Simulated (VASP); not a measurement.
# FeO (Wuestite) (R-3m) in VASP: notebook, part 2 of 2

VASP 6.6.1. The steps go on from the part before.

**4. Single point, PBE, collinear spin, ferromagnetic start**

Input file INCAR:

```
PREC = Accurate ; ENCUT = 600
EDIFF = 1E-6 ; ISMEAR = -1
SIGMA = 0.05 ; LREAL = F
LASPH = T ; NELM = 200
ALGO = Normal ; ISIF = 2
LWAVE = F ; LCHARG = F
ISPIN = 2 ; MAGMOM = 3 0
LORBIT = 11 ; LMAXMIX = 4
GGA = PE ; NBANDS = 22
GGA_COMPAT = F
```

Input file KPOINTS:

```
regular mesh
0
Gamma
  9 9 9
```

Input file POSCAR:

```
FeO
1.0
    1.5188209023      0.8768916568      2.5195772846
   -1.5188209023      0.8768916568      2.5195772846
    0.0000000000     -1.7537833136      2.5195772846
Fe O
1 1
Direct
    0.0000000000      0.0000000000      0.0000000000
    0.5000000000      0.5000000000      0.5000000000
```

Potentials or basis: VASP PAW PBE potentials, release 64 (Fe_sv, O).

Started as:

```bash
$ cat potpaw_PBE.64/Fe_sv/POTCAR potpaw_PBE.64/O/POTCAR > POTCAR
$ mpirun -np 1 vasp_std > vasp.out
```

OUTCAR:

```text
PREC = Accurate
   ENCUT = 600
   EDIFF = 1E-6
   ISMEAR = -1
   LREAL = F
   LASPH = T
   NELM = 200
   ISIF = 2
   ISPIN = 2
   LORBIT = 11
   GGA = PE

 ion  position               nearest neighbor table
   1  0.000  0.000  0.000-   2 2.16   2 2.16   2 2.16   2 2.16   2 2.16   2 2.16
   2  0.500  0.500  0.500-   1 2.16   1 2.16   1 2.16   1 2.16   1 2.16   1 2.16

  LATTYP: Found a trigonal (rhomboedric) cell.
 ALAT       =     3.0698575869
 COS(alpha) =     0.5104391626

  Lattice vectors:

 A1 = (   1.5188209023,   0.8768916568,   2.5195772846)
 A2 = (  -1.5188209023,   0.8768916568,   2.5195772846)
 A3 = (   0.0000000000,  -1.7537833136,   2.5195772846)

Analysis of symmetry for initial positions (statically):
=====================================================================
 Subroutine PRICEL returns:
 Original cell was already a primitive cell.

 Routine SETGRP: Setting up the symmetry group for a
 trigonal (rhombohedral) supercell.

 Subroutine GETGRP returns: Found 12 space group operations
 (whereof 12 operations were pure point group operations)
 out of a pool of 12 trial point group operations.

The static configuration has the point symmetry D_3d.

Analysis of symmetry for dynamics (positions and initial velocities):
=====================================================================
 Subroutine PRICEL returns:
 Original cell was already a primitive cell.

 Routine SETGRP: Setting up the symmetry group for a
 trigonal (rhombohedral) supercell.

 Subroutine GETGRP returns: Found 12 space group operations
 (whereof 12 operations were pure point group operations)
 out of a pool of 12 trial point group operations.

The dynamic configuration has the point symmetry D_3d.

Analysis of structural, dynamic, and magnetic symmetry:
=====================================================================
 Subroutine PRICEL returns:
 Original cell was already a primitive cell.

 Routine SETGRP: Setting up the symmetry group for a
 trigonal (rhombohedral) supercell.

 Subroutine GETGRP returns: Found 12 space group operations
 (whereof 12 operations were pure point group operations)
 out of a pool of 12 trial point group operations.

The overall configuration has the point symmetry D_3d.

 Subroutine INISYM returns: Found 12 space group operations
 (whereof 12 operations are pure point group operations),
 and found     1 'primitive' translations

----------------------------------------------------------------------------------------

                                     Primitive cell

  volume of cell :      20.1341

  direct lattice vectors                    reciprocal lattice vectors
     1.518820902  0.876891657  2.519577285     0.329202738  0.190065290  0.132297324
    -1.518820902  0.876891657  2.519577285    -0.329202738  0.190065290  0.132297324
     0.000000000 -1.753783314  2.519577285     0.000000000 -0.380130579  0.132297324

  length of vectors
     3.069857587  3.069857587  3.069857587     0.402494521  0.402494521  0.402494521

  position of ions in fractional coordinates (direct lattice)
     0.000000000  0.000000000  0.000000000
[... 62 lines left out ...]
   total plane-waves  NPLWV =  21952
   dimension x,y,z NGX =    28 NGY =   28 NGZ =   28
   dimension x,y,z NGXF=    56 NGYF=   56 NGZF=   56
   ions per type =               1   1
   NGX,Y,Z   is equivalent  to a cutoff of  15.16, 15.16, 15.16 a.u.
   NGXF,Y,Z  is equivalent  to a cutoff of  30.33, 30.33, 30.33 a.u.
 SYSTEM =  unknown system
   PREC   = accura    normal or accurate (medium, high low for compatibility)
   ISTART =      0    job   : 0-new  1-cont  2-samecut
   ICHARG =      2    charge: 1-file 2-atom 10-const
   ISPIN  =      2    spin polarized calculation?
   LNONCOLLINEAR =      F non collinear calculations
   LSORBIT =      F    spin-orbit coupling
   LASPH  =      T    aspherical Exc in radial PAW
   ENCUT  =  600.0 eV  44.10 Ry    6.64 a.u.   6.13  6.13  6.13*2*pi/ulx,y,z
   NELM   =    200;   NELMIN=  2; NELMDL= -5     # of ELM steps
   EDIFF  = 0.1E-05   stopping-criterion for ELM
   LREAL  =      F    real-space projection
   EDIFFG = 0.1E-04   stopping-criterion for IOM
   NSW    =      0    number of steps for IOM
   IBRION =     -1    ionic relax: 0-MD 1-quasi-New 2-CG
   NFREE  =      0    steps in history (QN), initial steepest desc. (CG)
   ISIF   =      2    stress and relaxation
   ISYM   =      2    0-nonsym 1-usesym 2-fastsym
   POTIM  = 0.5000    time-step for ionic-motion
   TEBEG  =    0.0;   TEEND  =   0.0 temperature during run
   PSTRESS=    0.0 pullay stress
   NELECT =      22.0000    total number of electrons
   NUPDOWN=      -1.0000    fix difference up-down
   EMIN   =  10.00;   EMAX   =-10.00  energy-range for DOS
   EFERMI =   0.00;   METHOD = LEGACY
   ISMEAR =    -1;   SIGMA  =   0.05  broadening in eV -4-tet -1-fermi 0-gaus
   EFERMI_NEDOS =   21; number of points for ismear=-14 and -15
   IALGO  =     38    algorithm
   IMIX   =      4    mixing-type and parameters
     AMIX     =   0.40;   BMIX     =  1.00
     AMIX_MAG =   1.60;   BMIX_MAG =  1.00
  volume/ion in A,a.u.               =      10.07        67.94
  Fermi-wavevector in a.u.,A,eV,Ry     =   1.686185  3.186428 38.684359  2.843220
  Thomas-Fermi vector in A             =   2.768895
   LORBIT       =     11    0 simple, 1 ext, 2 COOP (PROOUT), +10 PAW based schemes
   GGA     = PE    functional components
   LHFCALC =     F    Hartree Fock is set to
   AEXX    =    0.0000 exact exchange contribution
   IVDW    =     0    specifies the selected vdW correction
   LEPSILON=     F    determine dielectric tensor
   LRPA    =     F    only Hartree local field effects (RPA)
 spin polarized calculation
  energy-cutoff  :      600.00
  volume of cell :       20.13
 maximum number of plane-waves:       683
 NGX is ok and might be reduce to    28
   NGX = 13   NGY = 13   NGZ = 13

 number of electron      21.9999992 magnetization       4.0010084

 Free energy of the ion-electron system (eV)
  ---------------------------------------------------
  ext. energy  EPLUGINS =         0.00000000
  ---------------------------------------------------
  free energy    TOTEN  =       -15.03871978 eV

  energy without entropy =      -15.02818334  energy(sigma->0) =      -15.03345156

 E-fermi :   9.7134     XC(G=0): -12.4970

 val. band max:        9.7123189123   @ k =  -0.1111   0.1111   0.1111
 cond. band min:       9.7136454981   @ k =   0.2222   0.2222   0.1111
 fundamental gap:      0.0013265858
 Fermi energy:         9.7133929269

 spin component 1

 k-point     1 :       0.0000    0.0000    0.0000
  band No.  band energies     occupation
      1     -80.1831      1.00000
      2     -46.2173      1.00000
      3     -46.1997      1.00000
      4     -46.1997      1.00000
      5     -11.0052      1.00000
      6       5.8169      1.00000
[... 589 lines left out ...]
     21      39.3568      0.00000
     22      39.3834      0.00000

 [... further k-points ...]

 spin component 2

 k-point     1 :       0.0000    0.0000    0.0000
  band No.  band energies     occupation
      1     -76.0199      1.00000
      2     -42.1359      1.00000
      3     -42.1355      1.00000
      4     -42.1355      1.00000
      5     -10.4827      1.00000
      6       6.3595      1.00000
[... 589 lines left out ...]
     21      39.5454      0.00000
     22      39.5572      0.00000

 [... further k-points ...]
[... 5 lines left out ...]
  --------------------------------------------------------------------------------------
  -------------------------------------------------------------------------------------
  Total       -0.3964824     -0.3964824     -0.5336342      0.0000000      0.0000000      0.0000000
  in kB      -31.5502689    -31.5502689    -42.4641828      0.0000000      0.0000000      0.0000000
  external PRESSURE =     -35.1882402 kB  Pullay stress =       0.0000000 kB

 VOLUME and BASIS-vectors are now :
 -----------------------------------------------------------------------------
  energy-cutoff  :      600.00
  volume of cell :       20.13
      direct lattice vectors                 reciprocal lattice vectors
     1.518820902  0.876891657  2.519577285     0.329202738  0.190065290  0.132297324
    -1.518820902  0.876891657  2.519577285    -0.329202738  0.190065290  0.132297324
     0.000000000 -1.753783314  2.519577285     0.000000000 -0.380130579  0.132297324

 POSITION                                       TOTAL-FORCE (eV/Angst)
 -----------------------------------------------------------------------------------
      0.00000      0.00000      0.00000        -0.000000      0.000000      0.000000
      0.00000      0.00000      3.77937         0.000000     -0.000000     -0.000000
 -----------------------------------------------------------------------------------
    total drift:                                0.000000      0.000000      0.000000

  FREE ENERGIE OF THE ION-ELECTRON SYSTEM (eV)
  ---------------------------------------------------
  free  energy   TOTEN  =       -15.0387197825 eV

  energy  without entropy=      -15.0281833381  energy(sigma->0) =      -15.03345156

 total charge

# of ion       s       p       d       tot
------------------------------------------
    1        2.102   5.996   5.512  13.610
    2        1.553   3.438   0.000   4.990
--------------------------------------------------
tot          3.655   9.434   5.512  18.600

 magnetization (x)

# of ion       s       p       d       tot
------------------------------------------
    1        0.015   0.010   3.451   3.477
    2        0.030   0.265   0.000   0.295
--------------------------------------------------
tot          0.045   0.276   3.451   3.772
```

OSZICAR:

```text
N       E                     dE             d eps       ncg     rms          rms(c)
DAV:   1     0.305145694046E+03    0.30515E+03   -0.13038E+04  7790   0.144E+03
DAV:   2    -0.560948326726E+00   -0.30571E+03   -0.28852E+03  7792   0.468E+02
DAV:   3    -0.173523684146E+02   -0.16791E+02   -0.16611E+02  8964   0.126E+02
DAV:   4    -0.176250808148E+02   -0.27271E+00   -0.27265E+00  8396   0.176E+01
DAV:   5    -0.176320658368E+02   -0.69850E-02   -0.69848E-02  9006   0.291E+00    0.168E+01
DAV:   6    -0.155931970114E+02    0.20389E+01   -0.16153E+01 12008   0.562E+01    0.253E+01
DAV:   7    -0.150643120934E+02    0.52888E+00   -0.25195E+00 10284   0.315E+01    0.108E+01
DAV:   8    -0.150536046582E+02    0.10707E-01   -0.12740E-01  8722   0.319E+00    0.590E+00
DAV:   9    -0.150388460089E+02    0.14759E-01   -0.35696E-02 11416   0.266E+00    0.881E-01
DAV:  10    -0.150383979643E+02    0.44804E-03   -0.81770E-03 10180   0.138E+00    0.164E-01
DAV:  11    -0.150386650975E+02   -0.26713E-03   -0.83246E-04  9804   0.245E-01    0.736E-02
DAV:  12    -0.150387021562E+02   -0.37059E-04   -0.48200E-05  9594   0.680E-02    0.392E-02
DAV:  13    -0.150387200514E+02   -0.17895E-04   -0.30191E-05  8572   0.469E-02    0.968E-03
DAV:  14    -0.150387197825E+02    0.26893E-06   -0.13445E-06  8352   0.124E-02
   1 F= -.15038720E+02 E0= -.15033452E+02  d E =-.105364E-01  mag=     4.0011
```

stdout:

```text
POSCAR found type information on POSCAR FeO
 POSCAR found :  2 types and       2 ions
 scaLAPACK will be used
 LDA part: xc-table for (Slater+PW92), standard interpolation
 POSCAR, INCAR and KPOINTS ok, starting setup
 FFT: planning ... GRIDC
 FFT: planning ... GRID_SOFT
 FFT: planning ... GRID
 WAVECAR not read
 entering main loop
```

Wall time 68 s (1 thread of Intel Xeon 6975P-C (Granite Rapids), shared host); peak memory 0.21 GiB.

What came out:

```yaml
Free_energy: -15.0387 eV
Pressure: -3.5 GPa
Band_gap_on_the_k_mesh: zero (filled and empty bands overlap)
Net_moment: 4.00 μB per cell
Site_moments: Fe +3.48; O +0.29 μB
Valence_electrons_inside_the_program's_atomic_spheres: Fe 13.61; O 4.99
```

Stress tensor (GPa, compression positive):
```
-3.16  0.00  0.00
 0.00 -3.16  0.00
 0.00  0.00 -4.25
```

Caveat: a cell with one magnetic atom can't hold antiferromagnetic order, which such compounds often take; semilocal functionals often make such compounds metallic where correlation or magnetic order opens a gap, which also shifts bond lengths. With open d or f shells a metallic result of PBE can be an artefact of self-interaction; +U or a hybrid may open a gap.

**5. The runs side by side**

| level | potentials or basis | cell | cutoff (eV) | smearing | second run | gap on the mesh (eV) | pressure (GPa) | moment (μB) |
| --- | --- | --- | --- | --- | --- | --- | --- | --- |
| PBE | VASP PAW PBE potentials, release 64 (Fe, O) | a = 3.070 Å, angles 59.3°, 2 atoms | 520 | methfessel-paxton 0.1 eV | - | none | -1.2 | 4.00 |
| LDA | VASP PAW LDA potentials, release 64 (Fe_sv, O) | a = 3.110 Å, angles 59.3°, 2 atoms | 600 | fermi-dirac 0.05 eV | valence_matched | none | -23.8 | 4.00 |
| PBE | VASP PAW PBE potentials, release 64 (Fe_sv, O) | a = 3.070 Å, angles 59.3°, 2 atoms | 600 | fermi-dirac 0.05 eV | valence_matched | none | -3.5 | 4.00 |

Alike in all rows: task single point; spin collinear, ferromagnetic start; k mesh 9 × 9 × 9.

Caveats: a cell with one magnetic atom can't hold antiferromagnetic order, which such compounds often take; semilocal functionals often make such compounds metallic where correlation or magnetic order opens a gap, which also shifts bond lengths.

Total energies depend on the potentials used, so only differences within one code and one set of settings carry meaning.
